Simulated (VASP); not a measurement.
Write the native input for VASP 6.6.1 that does the following.

```
Task                   : single point
Functional             : PBEsol
Potentials or basis    : VASP PAW PBE potentials, release 64 (Mn_pv, Si, C)
Cutoff                 : 520 eV
k mesh                 : 3 × 3 × 3
Occupations            : gaussian, width 0.05 eV
Spin                   : collinear spin
Starting moments       : [3.03, 0.01, 0.01, 0.01, 0.01, 0.01, 0.01, 0.0, -0.14, -0.14, -0.14, 0.0, -0.14, 0.0, 0.0, 0.0] μB
Hubbard terms          : Mn d U = 3.5 eV
Dipole correction      : no
Further INCAR settings : LREAL = Auto; ALGO = Normal; EDIFF = 1e-06; NBANDS = 54
```

The structure of MnSi7C8 lies in POSCAR:

```
MnSi7C8
1.0
    0.0000000000      4.3580000000      4.3580000000
    4.3580000000      0.0000000000      4.3580000000
    4.3580000000      4.3580000000      0.0000000000
Mn Si C
1 7 8
Direct
    0.0000000000      0.0000000000      1.0000000000
    0.9988277849      0.9988277849      0.5011722151
    0.9988277849      0.5011722151      0.9988277849
    0.9988277849      0.5011722151      0.5011722151
    0.5011722151      0.9988277849      0.9988277849
    0.5011722151      0.9988277849      0.5011722151
    0.5011722151      0.5011722151      0.9988277849
    0.5000000000      0.5000000000      0.5000000000
    0.1304116123      0.1304116123      0.1304116123
    0.1304116123      0.1304116123      0.6087651631
    0.1304116123      0.6087651631      0.1304116123
    0.1252462076      0.6249179308      0.6249179308
    0.6087651631      0.1304116123      0.1304116123
    0.6249179308      0.1252462076      0.6249179308
    0.6249179308      0.6249179308      0.1252462076
    0.6249179308      0.6249179308      0.6249179308
```

These files were run (other wordings do the same):

INCAR

```
SYSTEM = MnSi7C8
PREC = Accurate
ENCUT = 520
EDIFF = 1E-6
ISMEAR = 0
SIGMA = 0.05
LREAL = Auto
LASPH = .TRUE.
NELM = 150
ALGO = Normal
ISIF = 2
LWAVE = .FALSE.
LCHARG = .TRUE.
ISPIN = 2
MAGMOM = 3.03 0.01 0.01 0.01 0.01 0.01 0.01 0 -0.14 -0.14 -0.14 0 -0.14 0 0 0
LORBIT = 11
LMAXMIX = 4
LDAU = .TRUE.
LDAUTYPE = 2
LDAUL = 2 -1 -1
LDAUU = 3.5 0 0
LDAUJ = 0 0 0
LDAUPRINT = 1
GGA = PS
LELF = .TRUE.
LVHAR = .TRUE.
NBANDS = 54
```

KPOINTS

```
regular mesh
0
G
  3 3 3
  0 0 0
```

Potentials or basis: VASP PAW PBE potentials, release 64 (Mn_pv, Si, C).

Run with:

```console
$ cat potpaw_PBE.64/Mn_pv/POTCAR potpaw_PBE.64/Si/POTCAR potpaw_PBE.64/C/POTCAR > POTCAR
$ mpirun -np 1 vasp_std > vasp.out
```

Results of the run:

| Property | Result |
| --- | --- |
| Pressure | 4.5 GPa |
| Largest force | 0.113 eV/Å |
| Band gap on the k mesh | zero (filled and empty bands overlap) |
| Net moment | 3.00 μB per cell |
| Site moments | Mn +3.39; Si +0.02, +0.00 (each value once); C -0.12, -0.00 (each value once) μB |
| Valence electrons inside the program's atomic spheres | Mn 11.86; Si 1.69, 1.68 (each value once); C 2.51, 2.54 (each value once) |

Caveat: the k points lie up to 0.42 Å⁻¹ apart, too coarse for converged energies and pressures of a metal; the PAW data sets were made with another functional, which shifts forces and pressure a little; the U is typed as a test and isn't derived for this compound.

Wall time 2.9 min on 1 thread of Intel(R) Xeon(R) Platinum 8259CL CPU @ 2.50GHz (Skylake/Cascade Lake), on a shared host, peak memory 0.41 GiB.
